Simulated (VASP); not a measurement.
# Si3N4 (I-43d) in VASP: settings compared

Aim: see how the results for Si3N4 move with the level of theory and the settings. Levels: PBE, PBEsol, r2SCAN. Tasks: single point.

All numbers are computed with VASP 6.6.1; they aren't measurements. Logs are shortened: lines on timing, memory, paths and dates and some standing lists are left out, and cuts for length are marked.

### 1 The cell of the first run

It takes space group I-43d (No. 220, cubic). Conventional cell: a = 6.443 Å, b = 6.443 Å, c = 6.443 Å, α = 90.00°, β = 90.00°, γ = 90.00°. Si (site symmetry -4) has 4 N at 1.74 Å within 2.3 Å. Within 2.3 Å of N (site symmetry 3) lie 3 Si at 1.74 Å.

### 2 Single point, PBE

The input, INCAR:

```
PREC = Accurate
ENCUT = 520
EDIFF = 1E-7
ISMEAR = -1
SIGMA = 0.02
LREAL = F
LASPH = T
NELM = 60
ALGO = Normal
ISIF = 2
LWAVE = F
LCHARG = F
GGA = PE
NBANDS = 45
```

The input, KPOINTS:

```
Automatic mesh
0
Gamma
  6 6 6
```

The input, POSCAR:

```
Si3N4
1.0
   -3.2213760741      3.2213760741      3.2213760741
    3.2213760741     -3.2213760741      3.2213760741
    3.2213760741      3.2213760741     -3.2213760741
Si N
6 8
Direct
    0.3750000000      0.2500000000      0.6250000000
    0.6250000000      0.3750000000      0.2500000000
    0.8750000000      0.1250000000      0.7500000000
    0.2500000000      0.6250000000      0.3750000000
    0.7500000000      0.8750000000      0.1250000000
    0.1250000000      0.7500000000      0.8750000000
    0.5000000000      0.0000000000      0.0625071014
    0.5625071014      0.5000000000      0.0000000000
    0.9374928986      0.9374928986      0.9374928986
    0.0000000000      0.5625071014      0.5000000000
    0.4374928986      0.4374928986      0.4374928986
    0.0000000000      0.0625071014      0.5000000000
    0.5000000000      0.0000000000      0.5625071014
    0.0625071014      0.5000000000      0.0000000000
```

Potentials or basis: VASP PAW PBE potentials, release 64 (Si, N).

Command:

```
> cat potpaw_PBE.64/Si/POTCAR potpaw_PBE.64/N/POTCAR > POTCAR
> mpirun -np 1 vasp_std > vasp.out
```

OUTCAR:

```text
PREC = Accurate
   ENCUT = 520
   EDIFF = 1E-7
   ISMEAR = -1
   LREAL = F
   LASPH = T
   NELM = 60
   ISIF = 2
   GGA = PE

 ion  position               nearest neighbor table
   1  0.375  0.250  0.625-   8 1.74  11 1.74  12 1.74  13 1.74   2 3.01   3 3.01   5 3.01   4 3.01
                             2 3.01   4 3.01   3 3.01   5 3.01
   2  0.625  0.375  0.250-   7 1.74   8 1.74  10 1.74  11 1.74   6 3.01   4 3.01   1 3.01   5 3.01
                             1 3.01   4 3.01   5 3.01   6 3.01
   3  0.875  0.125  0.750-   9 1.74  12 1.74  13 1.74  14 1.74   4 3.01   6 3.01   5 3.01   1 3.01
                             1 3.01   5 3.01   6 3.01   4 3.01
   4  0.250  0.625  0.375-  10 1.74  11 1.74  13 1.74  14 1.74   2 3.01   3 3.01   1 3.01   3 3.01
                             6 3.01   6 3.01   1 3.01   2 3.01
   5  0.750  0.875  0.125-   7 1.74   8 1.74   9 1.74  12 1.74   3 3.01   2 3.01   3 3.01   6 3.01
                             1 3.01   2 3.01   1 3.01   6 3.01
   6  0.125  0.750  0.875-   7 1.74   9 1.74  10 1.74  14 1.74   3 3.01   2 3.01   5 3.01   4 3.01
                             5 3.01   4 3.01   3 3.01   2 3.01
   7  0.500  0.000  0.063-   2 1.74   5 1.74   6 1.74
   8  0.563  0.500  0.000-   1 1.74   2 1.74   5 1.74
   9  0.937  0.937  0.937-   3 1.74   5 1.74   6 1.74
  10  0.000  0.563  0.500-   2 1.74   4 1.74   6 1.74
  11  0.437  0.437  0.437-   1 1.74   2 1.74   4 1.74
  12  0.000  0.063  0.500-   1 1.74   3 1.74   5 1.74
  13  0.500  0.000  0.563-   1 1.74   3 1.74   4 1.74
  14  0.063  0.500  0.000-   3 1.74   4 1.74   6 1.74

  LATTYP: Found a body centered cubic cell.
 ALAT       =     6.4427521482

  Lattice vectors:

 A1 = (  -3.2213760741,   3.2213760741,   3.2213760741)
 A2 = (   3.2213760741,  -3.2213760741,   3.2213760741)
 A3 = (   3.2213760741,   3.2213760741,  -3.2213760741)

Analysis of symmetry for initial positions (statically):
=====================================================================
 Subroutine PRICEL returns:
 Original cell was already a primitive cell.

 Routine SETGRP: Setting up the symmetry group for a
 body centered cubic supercell.

 Subroutine GETGRP returns: Found 24 space group operations
 (whereof  3 operations were pure point group operations)
 out of a pool of 48 trial point group operations.

The static configuration has the point symmetry C_3 .
 The point group associated with its full space group is T_d .

Analysis of symmetry for dynamics (positions and initial velocities):
=====================================================================
 Subroutine PRICEL returns:
 Original cell was already a primitive cell.

 Routine SETGRP: Setting up the symmetry group for a
 body centered cubic supercell.

 Subroutine GETGRP returns: Found 24 space group operations
 (whereof  3 operations were pure point group operations)
 out of a pool of 48 trial point group operations.

The dynamic configuration has the point symmetry C_3 .
 The point group associated with its full space group is T_d .

 Subroutine INISYM returns: Found 24 space group operations
 (whereof  3 operations are pure point group operations),
 and found     1 'primitive' translations

----------------------------------------------------------------------------------------

                                     Primitive cell

  volume of cell :     133.7163

  direct lattice vectors                    reciprocal lattice vectors
    -3.221376074  3.221376074  3.221376074     0.000000000  0.155213172  0.155213172
     3.221376074 -3.221376074  3.221376074     0.155213172  0.000000000  0.155213172
     3.221376074  3.221376074 -3.221376074     0.155213172  0.155213172  0.000000000

  length of vectors
     5.579587031  5.579587031  5.579587031     0.219504573  0.219504573  0.219504573

  position of ions in fractional coordinates (direct lattice)
     0.375000000  0.250000000  0.625000000
     0.625000000  0.375000000  0.250000000
     0.875000000  0.125000000  0.750000000
     0.250000000  0.625000000  0.375000000
     0.750000000  0.875000000  0.125000000
     0.125000000  0.750000000  0.875000000
     0.500000000  0.000000000  0.062507101
     0.562507101  0.500000000  0.000000000
     0.937492899  0.937492899  0.937492899
     0.000000000  0.562507101  0.500000000
     0.437492899  0.437492899  0.437492899
     0.000000000  0.062507101  0.500000000
     0.500000000  0.000000000  0.562507101
     0.062507101  0.500000000  0.000000000

  ion indices of the primitive-cell ions
   primitive index   ion index
                 1           1
                 2           2
                 3           3
                 4           4
                 5           5
                 6           6
                 7           7
                 8           8
                 9           9
                10          10
                11          11
                12          12
                13          13
                14          14

----------------------------------------------------------------------------------------

 KPOINTS: Automatic mesh

Automatic generation of k-mesh.
 Grid dimensions read from file:
 generate k-points for:    6    6    6

 Generating k-lattice:

  Cartesian coordinates                     Fractional coordinates (reciprocal lattice)
     0.000000000  0.025868862  0.025868862     0.166666667  0.000000000  0.000000000
     0.025868862  0.000000000  0.025868862     0.000000000  0.166666667  0.000000000
     0.025868862  0.025868862  0.000000000     0.000000000  0.000000000  0.166666667

  Length of vectors
     0.036584096  0.036584096  0.036584096

  Shift w.r.t. Gamma in fractional coordinates (k-lattice)
     0.000000000  0.000000000  0.000000000

 Subroutine IBZKPT returns following result:
 ===========================================

 Found     16 irreducible k-points:

 Following reciprocal coordinates:
            Coordinates               Weight
  0.000000  0.000000  0.000000      1.000000
  0.166667  0.000000  0.000000     12.000000
  0.333333  0.000000  0.000000     12.000000
  0.500000  0.000000  0.000000      6.000000
  0.166667  0.166667  0.000000     24.000000
  0.333333  0.166667  0.000000     48.000000
[... 8 lines left out ...]
  0.500000  0.500000  0.333333     12.000000
  0.500000  0.500000  0.500000      1.000000
   k-points           NKPTS =     16   k-points in BZ     NKDIM =     16   number of bands    NBANDS=     45
   number of dos      NEDOS =    301   number of ions     NIONS =     14
   total plane-waves  NPLWV =  74088
   dimension x,y,z NGX =    42 NGY =   42 NGZ =   42
   dimension x,y,z NGXF=    84 NGYF=   84 NGZF=   84
   ions per type =               6   8
   NGX,Y,Z   is equivalent  to a cutoff of  12.51, 12.51, 12.51 a.u.
   NGXF,Y,Z  is equivalent  to a cutoff of  25.03, 25.03, 25.03 a.u.
 SYSTEM =  unknown system
   PREC   = accura    normal or accurate (medium, high low for compatibility)
   ISTART =      0    job   : 0-new  1-cont  2-samecut
   ICHARG =      2    charge: 1-file 2-atom 10-const
   ISPIN  =      1    spin polarized calculation?
   LNONCOLLINEAR =      F non collinear calculations
   LSORBIT =      F    spin-orbit coupling
   LASPH  =      T    aspherical Exc in radial PAW
   ENCUT  =  520.0 eV  38.22 Ry    6.18 a.u.  10.37 10.37 10.37*2*pi/ulx,y,z
   NELM   =     60;   NELMIN=  2; NELMDL= -5     # of ELM steps
   EDIFF  = 0.1E-06   stopping-criterion for ELM
   LREAL  =      F    real-space projection
   EDIFFG = 0.1E-05   stopping-criterion for IOM
   NSW    =      0    number of steps for IOM
   IBRION =     -1    ionic relax: 0-MD 1-quasi-New 2-CG
   NFREE  =      0    steps in history (QN), initial steepest desc. (CG)
   ISIF   =      2    stress and relaxation
   ISYM   =      2    0-nonsym 1-usesym 2-fastsym
   POTIM  = 0.5000    time-step for ionic-motion
   TEBEG  =    0.0;   TEEND  =   0.0 temperature during run
   PSTRESS=    0.0 pullay stress
   NELECT =      64.0000    total number of electrons
   NUPDOWN=      -1.0000    fix difference up-down
   EMIN   =  10.00;   EMAX   =-10.00  energy-range for DOS
   EFERMI =   0.00;   METHOD = LEGACY
   ISMEAR =    -1;   SIGMA  =   0.02  broadening in eV -4-tet -1-fermi 0-gaus
   EFERMI_NEDOS =   21; number of points for ismear=-14 and -15
   IALGO  =     38    algorithm
   IMIX   =      4    mixing-type and parameters
     AMIX     =   0.40;   BMIX     =  1.00
     AMIX_MAG =   1.60;   BMIX_MAG =  1.00
  volume/ion in A,a.u.               =       9.55        64.45
  Fermi-wavevector in a.u.,A,eV,Ry     =   1.280580  2.419945 22.311993  1.639885
  Thomas-Fermi vector in A             =   2.413000
   LORBIT       =      0    0 simple, 1 ext, 2 COOP (PROOUT), +10 PAW based schemes
   GGA     = PE    functional components
   LHFCALC =     F    Hartree Fock is set to
   AEXX    =    0.0000 exact exchange contribution
   IVDW    =     0    specifies the selected vdW correction
   LEPSILON=     F    determine dielectric tensor
   LRPA    =     F    only Hartree local field effects (RPA)
 non-spin polarized calculation
  energy-cutoff  :      520.00
  volume of cell :      133.72
 maximum number of plane-waves:      3624
 NGX is ok and might be reduce to    42
   NGX = 21   NGY = 21   NGZ = 21

 number of electron      64.0000005 magnetization

 Free energy of the ion-electron system (eV)
  ---------------------------------------------------
  ext. energy  EPLUGINS =         0.00000000
  ---------------------------------------------------
  free energy    TOTEN  =      -113.09991524 eV

  energy without entropy =     -113.09991524  energy(sigma->0) =     -113.09991524

 E-fermi :   8.4080     XC(G=0): -11.4462

 val. band max:        7.8716331896   @ k =   0.3333   0.3333   0.0000
 cond. band min:      12.0016681575   @ k =  -0.1667   0.1667   0.1667
 fundamental gap:      4.1300349678
 Fermi energy:         8.4080341640

 k-point     1 :       0.0000    0.0000    0.0000
  band No.  band energies     occupation
      1     -10.4261      2.00000
      2      -7.4957      2.00000
      3      -7.4957      2.00000
      4      -7.4957      2.00000
      5      -6.9826      2.00000
      6      -6.9826      2.00000
[... 36 lines left out ...]
     43      15.6909      0.00000
     44      15.6909      0.00000

 k-point     2 :       0.1667    0.0000    0.0000
  band No.  band energies     occupation
      1     -10.2882      2.00000
      2      -7.7547      2.00000
      3      -7.5811      2.00000
      4      -7.5640      2.00000
      5      -7.0535      2.00000
      6      -6.9906      2.00000
[... 36 lines left out ...]
     43      15.8306      0.00000
     44      15.8642      0.00000

 k-point     3 :       0.3333    0.0000    0.0000
  band No.  band energies     occupation
      1      -9.8841      2.00000
      2      -8.4689      2.00000
      3      -7.7027      2.00000
      4      -7.6857      2.00000
      5      -7.0797      2.00000
      6      -7.0255      2.00000
[... 600 lines left out ...]
     43      16.7636      0.00000
     44      16.7636      0.00000

 k-point    16 :       0.5000    0.5000    0.5000
  band No.  band energies     occupation
      1      -8.2018      2.00000
      2      -8.2018      2.00000
      3      -8.2018      2.00000
      4      -8.2018      2.00000
      5      -8.2018      2.00000
      6      -8.2018      2.00000
[... 36 lines left out ...]
     43      16.5704      0.00000
     44      16.5704      0.00000
 [bands above 44 left out]

------------------------ aborting loop because EDIFF is reached ----------------------------------------

  FORCE on cell =-STRESS in cart. coord.  units (eV):
  Direction    XX          YY          ZZ          XY          YZ          ZX
  --------------------------------------------------------------------------------------
  -------------------------------------------------------------------------------------
  Total        4.7663968      4.7663968      4.7663968     -0.0000000     -0.0000000      0.0000000
  in kB       57.1105702     57.1105702     57.1105702     -0.0000000     -0.0000000      0.0000000
  external PRESSURE =      57.1105702 kB  Pullay stress =       0.0000000 kB

 VOLUME and BASIS-vectors are now :
 -----------------------------------------------------------------------------
  energy-cutoff  :      520.00
  volume of cell :      133.72
      direct lattice vectors                 reciprocal lattice vectors
    -3.221376074  3.221376074  3.221376074     0.000000000  0.155213172  0.155213172
     3.221376074 -3.221376074  3.221376074     0.155213172  0.000000000  0.155213172
     3.221376074  3.221376074 -3.221376074     0.155213172  0.155213172  0.000000000

 POSITION                                       TOTAL-FORCE (eV/Angst)
 -----------------------------------------------------------------------------------
      1.61069      2.41603      0.00000         0.000000     -0.000000      0.000000
      0.00000      1.61069      2.41603         0.000000     -0.000000      0.000000
      0.00000      4.83206      0.80534         0.000000     -0.000000      0.000000
      2.41603      0.00000      1.61069         0.000000     -0.000000      0.000000
      0.80534      0.00000      4.83206         0.000000     -0.000000      0.000000
      4.83206      0.80534      0.00000         0.000000     -0.000000      0.000000
     -1.40933      1.81205      1.40933        -0.025239     -0.025239      0.025239
     -0.20136      0.20136      3.42273         0.025239     -0.025239     -0.025239
      3.02002      3.02002      3.02002         0.025239      0.025239      0.025239
      3.42273     -0.20136      0.20136        -0.025239      0.025239     -0.025239
      1.40933      1.40933      1.40933         0.025239      0.025239      0.025239
      1.81205      1.40933     -1.40933        -0.025239      0.025239     -0.025239
      0.20136      3.42273     -0.20136        -0.025239     -0.025239      0.025239
      1.40933     -1.40933      1.81205         0.025239     -0.025239     -0.025239
 -----------------------------------------------------------------------------------
    total drift:                                0.000000      0.000000      0.000000

  FREE ENERGIE OF THE ION-ELECTRON SYSTEM (eV)
  ---------------------------------------------------
  free  energy   TOTEN  =      -113.0999152444 eV

  energy  without entropy=     -113.0999152444  energy(sigma->0) =     -113.09991524
```

Run time: 82 s. Hardware: 1 thread of Intel Xeon Platinum 8488C (Sapphire Rapids), shared host; peak memory 0.28 GiB.

Results:

```
Free energy            : -113.0999 eV
Pressure               : 5.7 GPa
Largest force          : 0.044 eV/Å
Band gap on the k mesh : 4.13 eV, indirect (least direct gap 4.31 eV)
```

Forces on the atoms (eV/Å):
```
Si   0.000  0.000  0.000
Si   0.000  0.000  0.000
Si   0.000  0.000  0.000
Si   0.000  0.000  0.000
Si   0.000  0.000  0.000
Si   0.000  0.000  0.000
N   -0.025 -0.025  0.025
N    0.025 -0.025 -0.025
N    0.025  0.025  0.025
N   -0.025  0.025 -0.025
N    0.025  0.025  0.025
N   -0.025  0.025 -0.025
N   -0.025 -0.025  0.025
N    0.025 -0.025 -0.025
```

A k mesh can miss the band edges. As with any semilocal functional, this PBE gap is likely too small.

(Part 1 of 3 ends here.)
